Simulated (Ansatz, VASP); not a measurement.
# MgO: VASP beside Ansatz

Contents of INCAR:

```
SYSTEM = MgO
PREC = Accurate ; ENCUT = 520
EDIFF = 1E-7 ; ISMEAR = 0
SIGMA = 0.05 ; LREAL = .FALSE.
LASPH = .TRUE. ; NELM = 80
ALGO = Normal ; ISIF = 2
LWAVE = .FALSE. ; LCHARG = .FALSE.
GGA = PE ; NBANDS = 16
```

KPOINTS

```
Automatic mesh
0
G
  9 9 6
  0 0 0
```

The input POSCAR:

```
MgO
1.0
    3.5389570286      0.0000000000      0.0000000000
   -1.7694785143      3.0648266896      0.0000000000
    0.0000000000      0.0000000000      3.9958363810
Mg O
2 2
Direct
    0.6666666667      0.3333333333      0.7500000000
    0.3333333333      0.6666666667      0.2500000000
    0.6666666667      0.3333333333      0.2500000000
    0.3333333333      0.6666666667      0.7500000000
```

Input for Ansatz:

```yaml
crystal:
  lattice:
    - [3.5389570286, 0.0, 0.0]
    - [-1.7694785143, 3.0648266896, 0.0]
    - [0.0, 0.0, 3.995836381]
  atoms:
    - { symbol: Mg, position: [0.6666666667, 0.3333333333, 0.75] }
    - { symbol: Mg, position: [0.3333333333, 0.6666666667, 0.25] }
    - { symbol: O, position: [0.6666666667, 0.3333333333, 0.25] }
    - { symbol: O, position: [0.3333333333, 0.6666666667, 0.75] }
basis:
  ecutwfc: 520.0
kpoints:
  mp_grid: { grid: [9, 9, 6] }
hamiltonian:
  xc: pbe
  pseudopotentials: { kind: paw, azcp: { folder: soft_1 } }
scf:
  occupations: { method: gaussian, width: 0.05 }
output:
  forces: true
  stress: true
  eigenvalues: true
```

Alike in both runs: task single point; functional PBE; k mesh 9 × 9 × 6; occupations gaussian, width 0.05 eV; no spin polarisation.

```csv
,VASP,Ansatz
version,VASP 6.6.1,Ansatz 0.2.0
potentials or method,"VASP PAW PBE potentials, release 64 (Mg, O), cutoff 520 eV","scalar-relativistic, plane waves, PAW"
valence electrons in the cell,16,32
```

```csv
,VASP,Ansatz,Ansatz less VASP
gap on the k mesh at the Fermi level (eV),3.58,3.60,+0.020
least direct gap on the mesh (eV),3.58,3.60,+0.020
pressure (GPa),7.8,8.3,+0.55
"traceless stress, the component that is largest in VASP (GPa)",9.97,10.00,+0.026
```

VASP's potentials hold 16 valence electrons a cell and Ansatz's 32, so a difference there can come from the potentials and not from the codes.
